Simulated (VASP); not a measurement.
# Zr2NbN3 (P6/mmm) in VASP: a series of runs

Zr2NbN3 is run at these levels: PBE; tasks: single point.

Program: VASP 6.6.1. These are calculated values, not measurements. Logs are shortened: lines on timing, memory, paths and dates and some standing lists are left out, and cuts for length are marked.

**1. The cell of the first run**

It takes space group P6/mmm (No. 191, hexagonal). The conventional cell has a = 5.501 Å, b = 5.501 Å, c = 3.011 Å, α = 90.00°, β = 90.00°, γ = 120.00°. Within 3.2 Å of Zr (site symmetry -6m2) lie 6 N at 2.19 Å and 5 Zr at 3.01 to 3.18 Å and 3 Nb at 3.18 Å. Nb (site symmetry 6/mmm) has 2 Nb at 3.01 Å and 12 N at 3.14 Å and 6 Zr at 3.18 Å within 4.0 Å. Within 3.2 Å of N (site symmetry mmm) lie 4 Zr at 2.19 Å and 6 N at 2.75 to 3.01 Å and 4 Nb at 3.14 Å.

The cell was built from a structure type or drawn by symmetry, and may not be a known phase.

**2. Single point, PBE**

INCAR reads:

```
PREC = Accurate
ENCUT = 520
EDIFF = 1E-7
ISMEAR = 0
SIGMA = 0.1
LREAL = F
LASPH = T
NELM = 60
ALGO = Normal
ISIF = 2
LWAVE = F
LCHARG = T
GGA = PE
LELF = T
LVHAR = T
NBANDS = 35
```

KPOINTS reads:

```
regular mesh
0
Gamma
  6 6 6
```

POSCAR reads:

```
Zr2NbN3
1.0
    5.5007658000      0.0000000000      0.0000000000
   -2.7503829000      4.7638029200      0.0000000000
    0.0000000000      0.0000000000      3.0105768700
Zr Nb N
2 1 3
Direct
    0.6666666700      0.3333333300      0.0000000000
    0.3333333300      0.6666666700      0.0000000000
    0.0000000000      0.0000000000      0.0000000000
    0.0000000000      0.5000000000      0.5000000000
    0.5000000000      0.0000000000      0.5000000000
    0.5000000000      0.5000000000      0.5000000000
```

Potentials or basis: VASP PAW PBE potentials, release 64 (Zr_sv, Nb_sv, N).

Command:

```sh
> cat potpaw_PBE.64/Zr_sv/POTCAR potpaw_PBE.64/Nb_sv/POTCAR potpaw_PBE.64/N/POTCAR > POTCAR
> mpirun -np 1 vasp_std > vasp.out
```

OUTCAR:

```text
PREC = Accurate
   ENCUT = 520
   EDIFF = 1E-7
   ISMEAR = 0
   LREAL = F
   LASPH = T
   NELM = 60
   ISIF = 2
   GGA = PE

 ion  position               nearest neighbor table
   1  0.667  0.333  0.000-   5 2.19   5 2.19   4 2.19   4 2.19   6 2.19   6 2.19   2 3.18   3 3.18
                             2 3.18   3 3.18   3 3.18   2 3.18
   2  0.333  0.667  0.000-   5 2.19   5 2.19   4 2.19   4 2.19   6 2.19   6 2.19   1 3.18   3 3.18
                             1 3.18   3 3.18   3 3.18   1 3.18
   3  0.000  0.000  0.000-   1 3.18   2 3.18   2 3.18   1 3.18   1 3.18   2 3.18
   4  0.000  0.500  0.500-   1 2.19   2 2.19   1 2.19   2 2.19
   5  0.500  0.000  0.500-   1 2.19   2 2.19   1 2.19   2 2.19
   6  0.500  0.500  0.500-   1 2.19   2 2.19   1 2.19   2 2.19

  LATTYP: Found a hexagonal cell.
 ALAT       =     5.5007658000
 C/A-ratio  =     0.5473014085

  Lattice vectors:

 A1 = (   5.5007658000,   0.0000000000,   0.0000000000)
 A2 = (  -2.7503829000,   4.7638029200,   0.0000000000)
 A3 = (   0.0000000000,   0.0000000000,   3.0105768700)

Analysis of symmetry for initial positions (statically):
=====================================================================
 Subroutine PRICEL returns:
 Original cell was already a primitive cell.

 Routine SETGRP: Setting up the symmetry group for a
 hexagonal supercell.

 Subroutine GETGRP returns: Found 24 space group operations
 (whereof 24 operations were pure point group operations)
 out of a pool of 24 trial point group operations.

The static configuration has the point symmetry D_6h.

Analysis of symmetry for dynamics (positions and initial velocities):
=====================================================================
 Subroutine PRICEL returns:
 Original cell was already a primitive cell.

 Routine SETGRP: Setting up the symmetry group for a
 hexagonal supercell.

 Subroutine GETGRP returns: Found 24 space group operations
 (whereof 24 operations were pure point group operations)
 out of a pool of 24 trial point group operations.

The dynamic configuration has the point symmetry D_6h.

 Subroutine INISYM returns: Found 24 space group operations
 (whereof 24 operations are pure point group operations),
 and found     1 'primitive' translations

----------------------------------------------------------------------------------------

                                     Primitive cell
[... 101 lines left out ...]
   EDIFFG = 0.1E-05   stopping-criterion for IOM
   NSW    =      0    number of steps for IOM
   IBRION =     -1    ionic relax: 0-MD 1-quasi-New 2-CG
   NFREE  =      0    steps in history (QN), initial steepest desc. (CG)
   ISIF   =      2    stress and relaxation
   ISYM   =      2    0-nonsym 1-usesym 2-fastsym
   POTIM  = 0.5000    time-step for ionic-motion
   TEBEG  =    0.0;   TEEND  =   0.0 temperature during run
   PSTRESS=    0.0 pullay stress
   NELECT =      52.0000    total number of electrons
   NUPDOWN=      -1.0000    fix difference up-down
   EMIN   =  10.00;   EMAX   =-10.00  energy-range for DOS
   EFERMI =   0.00;   METHOD = LEGACY
   ISMEAR =     0;   SIGMA  =   0.10  broadening in eV -4-tet -1-fermi 0-gaus
   EFERMI_NEDOS =   21; number of points for ismear=-14 and -15
   IALGO  =     38    algorithm
   IMIX   =      4    mixing-type and parameters
     AMIX     =   0.40;   BMIX     =  1.00
     AMIX_MAG =   1.60;   BMIX_MAG =  1.00
  volume/ion in A,a.u.               =      13.15        88.73
  Fermi-wavevector in a.u.,A,eV,Ry     =   1.424734  2.692356 27.618009  2.029866
  Thomas-Fermi vector in A             =   2.545193
   LORBIT       =      0    0 simple, 1 ext, 2 COOP (PROOUT), +10 PAW based schemes
   GGA     = PE    functional components
   LHFCALC =     F    Hartree Fock is set to
   AEXX    =    0.0000 exact exchange contribution
   IVDW    =     0    specifies the selected vdW correction
   LEPSILON=     F    determine dielectric tensor
   LRPA    =     F    only Hartree local field effects (RPA)
 non-spin polarized calculation
 Gauss-broadening in eV      SIGMA  =   0.10
  energy-cutoff  :      520.00
  volume of cell :       78.89
 maximum number of plane-waves:      2152
 NGX is ok and might be reduce to    42
   NGX = 21   NGY = 21   NGZ = 11

 number of electron      52.0000000 magnetization

 Free energy of the ion-electron system (eV)
  ---------------------------------------------------
  ext. energy  EPLUGINS =         0.00000000
  ---------------------------------------------------
  free energy    TOTEN  =       -55.21536398 eV

  energy without entropy =      -55.19302650  energy(sigma->0) =      -55.20419524

 E-fermi :   9.5200     XC(G=0): -12.0175

 val. band max:        9.4857131519   @ k =   0.3333   0.1667   0.5000
 cond. band min:       9.5255788684   @ k =   0.1667   0.1667   0.3333
 fundamental gap:      0.0398657164
 Fermi energy:         9.5199573543

 k-point     1 :       0.0000    0.0000    0.0000
  band No.  band energies     occupation
      1     -45.8473      2.00000
      2     -38.6358      2.00000
      3     -38.5372      2.00000
      4     -21.9574      2.00000
      5     -21.9574      2.00000
      6     -21.4983      2.00000
[... 901 lines left out ...]
     34      14.8952      0.00000
     35      14.9080      0.00000

 [... further k-points ...]

------------------------ aborting loop because EDIFF is reached ----------------------------------------

  FORCE on cell =-STRESS in cart. coord.  units (eV):
  Direction    XX          YY          ZZ          XY          YZ          ZX
  --------------------------------------------------------------------------------------
  -------------------------------------------------------------------------------------
  Total        5.5139798      5.5139798     -1.7472519      0.0000000      0.0000000      0.0000000
  in kB      111.9822256    111.9822254    -35.4845610      0.0000000      0.0000000      0.0000000
  external PRESSURE =      62.8266300 kB  Pullay stress =       0.0000000 kB

 VOLUME and BASIS-vectors are now :
 -----------------------------------------------------------------------------
  energy-cutoff  :      520.00
  volume of cell :       78.89
      direct lattice vectors                 reciprocal lattice vectors
     5.500765800  0.000000000  0.000000000     0.181792870  0.104958162  0.000000000
    -2.750382900  4.763802920  0.000000000     0.000000000  0.209916325  0.000000000
     0.000000000  0.000000000  3.010576870     0.000000000  0.000000000  0.332162254

 POSITION                                       TOTAL-FORCE (eV/Angst)
 -----------------------------------------------------------------------------------
      2.75038      1.58793      0.00000         0.000000      0.000000      0.000000
     -0.00000      3.17587      0.00000        -0.000000     -0.000000      0.000000
      0.00000      0.00000      0.00000         0.000000     -0.000000      0.000000
     -1.37519      2.38190      1.50529         0.000000     -0.000000      0.000000
      2.75038      0.00000      1.50529         0.000000     -0.000000      0.000000
      1.37519      2.38190      1.50529         0.000000     -0.000000      0.000000
 -----------------------------------------------------------------------------------
    total drift:                                0.000000     -0.000000      0.000000

  FREE ENERGIE OF THE ION-ELECTRON SYSTEM (eV)
  ---------------------------------------------------
  free  energy   TOTEN  =       -55.2153639794 eV

  energy  without entropy=      -55.1930265033  energy(sigma->0) =      -55.20419524
```

OSZICAR:

```text
N       E                     dE             d eps       ncg     rms          rms(c)
DAV:   1     0.523912462546E+03    0.52391E+03   -0.28387E+04  1960   0.152E+03
DAV:   2    -0.168536991690E+02   -0.54077E+03   -0.52129E+03  2347   0.489E+02
DAV:   3    -0.648614047932E+02   -0.48008E+02   -0.47125E+02  3296   0.123E+02
DAV:   4    -0.679260478413E+02   -0.30646E+01   -0.30507E+01  3096   0.261E+01
DAV:   5    -0.680316610212E+02   -0.10561E+00   -0.10553E+00  3042   0.471E+00    0.409E+01
DAV:   6    -0.593804680683E+02    0.86512E+01   -0.85376E+01  2552   0.397E+01    0.224E+01
DAV:   7    -0.565149812990E+02    0.28655E+01   -0.46027E+01  3007   0.275E+01    0.142E+01
DAV:   8    -0.552376248522E+02    0.12774E+01   -0.51856E+00  2792   0.902E+00    0.645E+00
DAV:   9    -0.552768817560E+02   -0.39257E-01   -0.81766E-01  3424   0.410E+00    0.198E+00
DAV:  10    -0.552164889262E+02    0.60393E-01   -0.27205E-01  2804   0.247E+00    0.579E-01
DAV:  11    -0.552182177055E+02   -0.17288E-02   -0.18460E-02  2904   0.760E-01    0.357E-01
DAV:  12    -0.552154286913E+02    0.27890E-02   -0.67714E-03  2910   0.370E-01    0.765E-02
DAV:  13    -0.552153684344E+02    0.60257E-04   -0.90132E-04  3200   0.127E-01    0.223E-02
DAV:  14    -0.552153649112E+02    0.35232E-05   -0.49820E-05  2857   0.352E-02    0.145E-02
DAV:  15    -0.552153648461E+02    0.65044E-07   -0.78028E-06  2624   0.151E-02    0.557E-03
DAV:  16    -0.552153640146E+02    0.83158E-06   -0.25013E-06  2782   0.715E-03    0.108E-03
DAV:  17    -0.552153639794E+02    0.35189E-07   -0.12617E-07  1744   0.179E-03
   1 F= -.55215364E+02 E0= -.55204195E+02  d E =-.223375E-01
```

It took 2.1 min on 1 thread of Intel Xeon Platinum 8488C (Sapphire Rapids), shared host; peak memory 0.23 GiB.

Results:

```yaml
Free_energy: -55.2154 eV
Pressure: 6.3 GPa
Band_gap_on_the_k_mesh: zero (bands 26 and 27 overlap by 0.80 eV)
```

Levels at points of the mesh, in eV from the Fermi level:
```tsv
k point	band 22	band 23	band 24	band 25	band 26	band 27	band 28	band 29	band 30	band 31
(0.00, 0.00, 0.00)	-2.07	-1.10	-1.10	-1.08	-0.73	-0.31	-0.31	1.72	1.72	2.46
(0.50, 0.00, 0.00)	-2.90	-2.19	-1.84	-1.06	-0.76	0.55	1.65	2.03	2.19	2.71
(0.00, 0.00, 0.50)	-2.03	-2.03	-0.10	0.35	0.35	0.88	0.88	1.33	1.33	1.61
(0.50, 0.00, 0.50)	-3.29	-2.09	-1.21	-0.67	-0.60	-0.46	0.83	0.93	2.31	4.08
```

Caveat: the cell stands under pressure.

**3. Single point, PBE, collinear spin**

INCAR reads:

```
SYSTEM = Zr2NbN3
PREC = Accurate
ENCUT = 520
EDIFF = 1E-7
ISMEAR = 0
SIGMA = 0.1
LREAL = .False.
LASPH = .True.
NELM = 150
ALGO = Normal
ISIF = 2
LWAVE = .False.
LCHARG = .False.
ISPIN = 2
MAGMOM = 0.04 0.04 1.45 -0.04 -0.04 -0.04
LORBIT = 11
LMAXMIX = 4
GGA = PE
NBANDS = 39
```

KPOINTS reads:

```
regular mesh
0
Gamma
  6 6 6
  0 0 0
```

POSCAR is that of step 2.

Potentials or basis: VASP PAW PBE potentials, release 64 (Zr_sv, Nb_sv, N).

Command:

```sh
> cat potpaw_PBE.64/Zr_sv/POTCAR potpaw_PBE.64/Nb_sv/POTCAR potpaw_PBE.64/N/POTCAR > POTCAR
> mpirun -np 1 vasp_std > vasp.out
```

Run time: 4.7 min. Hardware: 1 thread of Intel Xeon Platinum 8488C (Sapphire Rapids), shared host; peak memory 0.31 GiB.

The run converged. Its results:

| Quantity | Value |
| --- | --- |
| Free energy | -55.2790 eV |
| Pressure | 7.7 GPa |
| Net moment | 1.86 μB per cell |
| Site moments | Zr +0.07; Nb +1.24; N -0.03 μB |
| Valence electrons inside the program's atomic spheres | Zr 9.97; Nb 10.57; N 3.69 |

Stress tensor (GPa, compression positive):
```
12.65  0.00  0.00
 0.00 12.65  0.00
 0.00  0.00 -2.24
```

Levels at points of the mesh, in eV from the Fermi level:
Spin up:
```
           k point  band 24  band 25  band 26  band 27  band 28  band 29  band 30  band 31
(0.00, 0.00, 0.00)    -1.17    -1.17    -0.96    -0.96    -0.73     1.14     1.14     2.13
(0.50, 0.00, 0.00)    -2.22    -1.34    -1.13     0.31     1.24     1.43     1.60     2.35
(0.00, 0.00, 0.50)    -0.32    -0.32    -0.07     0.59     0.59     0.99     0.99     1.16
(0.50, 0.00, 0.50)    -1.70    -1.16    -1.08    -0.67     0.22     0.56     1.99     3.82
```
Spin down:
```
           k point  band 22  band 23  band 24  band 25  band 26  band 27  band 28  band 29
(0.00, 0.00, 0.00)    -1.89    -1.18    -1.18    -1.14    -0.90     0.24     0.24     2.16
(0.50, 0.00, 0.00)    -2.97    -2.25    -1.64    -1.13    -0.31     0.60     2.02     2.54
(0.00, 0.00, 0.50)    -2.01    -2.01    -0.29     0.94     0.94     0.97     0.97     1.59
(0.50, 0.00, 0.50)    -3.28    -2.18    -0.87    -0.83    -0.16     0.05     1.22     1.39
```

Caveat: the cell stands under pressure.

**4. Single point, PBE, collinear spin**

This run uses another cell than the first one, of 13.81 Å³/atom.

INCAR reads:

```
SYSTEM = Zr2NbN3
ALGO     = Normal         ! electronic algorithm
EDIFF    = 1E-7           ! SCF threshold, eV
ENCUT    = 520            ! plane-wave cutoff, eV
GGA      = PE             ! functional
ISIF     = 2              ! what is computed and relaxed
ISMEAR   = 0              ! smearing method
ISPIN    = 2              ! spin polarisation
LASPH    = .TRUE.         ! aspherical terms in the spheres
LCHARG   = .TRUE.         ! write CHGCAR
LELF     = .TRUE.         ! ELF
LMAXMIX  = 4              ! l up to which the mixer works
LORBIT   = 11             ! projections on sites
LREAL    = .FALSE.        ! projectors in reciprocal space
LVHAR    = .TRUE.       
LWAVE    = .FALSE.        ! write WAVECAR
MAGMOM   = 0.05 0.05 1.7 -0.03 -0.03 -0.03 ! initial moments
NBANDS   = 39             ! bands
NELM     = 150            ! most SCF steps
PREC     = Accurate       ! precision mode
SIGMA    = 0.1            ! smearing width, eV
```

KPOINTS reads:

```
k-points
0
G
  6 6 6
  0 0 0
```

POSCAR reads:

```
Zr2NbN3
1.0
    5.6820885005      0.0000000000      0.0000000000
   -2.8410442502      4.9208329880      0.0000000000
    0.0000000000      0.0000000000      2.9627746325
Zr Nb N
2 1 3
Direct
    0.6666666667      0.3333333333      0.0000000000
    0.3333333333      0.6666666667      0.0000000000
    0.0000000000      0.0000000000      0.0000000000
    0.0000000000      0.5000000000      0.5000000000
    0.5000000000      0.0000000000      0.5000000000
    0.5000000000      0.5000000000      0.5000000000
```

Command:

```sh
> cat potpaw_PBE.64/Zr_sv/POTCAR potpaw_PBE.64/Nb_sv/POTCAR potpaw_PBE.64/N/POTCAR > POTCAR
> mpirun -np 1 vasp_std > vasp.out
```

It took 5.4 min on 1 thread of Intel Xeon Platinum 8488C (Sapphire Rapids), shared host; peak memory 0.32 GiB.

It converged, with:

* Free energy: -55.5020 eV
* Pressure: 0.4 GPa
* Net moment: 2.33 μB per cell
* Site moments: Zr +0.08; Nb +1.48; N -0.02 μB
* Valence electrons inside the program's atomic spheres: Zr 9.89; Nb 10.56; N 3.68

Stress tensor (GPa, compression positive):
```
0.42 0.00 0.00
0.00 0.42 0.00
0.00 0.00 0.25
```

Levels at points of the mesh, in eV from the Fermi level:
Spin up:
```
           k point  band 24  band 25  band 26  band 27  band 28  band 29  band 30  band 31
(0.00, 0.00, 0.00)    -1.45    -1.11    -1.11    -1.00    -0.93     1.24     1.24     1.34
(0.50, 0.00, 0.00)    -2.01    -1.42    -1.40     0.09     0.98     1.43     1.55     2.01
(0.00, 0.00, 0.50)    -0.38    -0.38    -0.22     0.58     0.58     0.62     0.62     1.06
(0.50, 0.00, 0.50)    -1.61    -1.45    -1.01    -0.80     0.08     0.17     1.93     3.52
```
Spin down:
```tsv
k point	band 21	band 22	band 23	band 24	band 25	band 26	band 27	band 28	band 29	band 30
(0.00, 0.00, 0.00)	-2.35	-1.83	-1.45	-1.45	-1.05	-0.96	0.30	0.30	2.05	2.45
(0.50, 0.00, 0.00)	-3.17	-2.60	-1.94	-1.74	-1.41	-0.18	0.44	2.00	2.74	2.84
(0.00, 0.00, 0.50)	-2.56	-2.16	-2.16	-0.38	1.07	1.07	1.13	1.13	1.30	1.30
(0.50, 0.00, 0.50)	-3.74	-3.11	-2.16	-0.92	-0.56	-0.27	0.35	0.95	1.52	2.48
```

**5. The runs side by side**

| spin | cell | gap on the mesh (eV) | pressure (GPa) | moment (μB) |
| --- | --- | --- | --- | --- |
| off | a = 5.501, b = 5.501, c = 3.011 Å, angles 90.0, 90.0, 120.0°, 6 atoms | none | 6.3 | - |
| collinear | a = 5.501, b = 5.501, c = 3.011 Å, angles 90.0, 90.0, 120.0°, 6 atoms | none | 7.7 | 1.86 |
| collinear | a = 5.682, b = 5.682, c = 2.963 Å, angles 90.0, 90.0, 120.0°, 6 atoms | none | 0.4 | 2.33 |

Alike in all rows: task single point; level PBE; potentials or basis VASP PAW PBE potentials, release 64 (Zr_sv, Nb_sv, N); k mesh 6 × 6 × 6; cutoff (eV) 520; smearing gaussian 0.1 eV.

Caveats: the cell stands under pressure (at least some runs).

Total energies depend on the potentials used, so only differences within one code and one set of settings carry meaning.
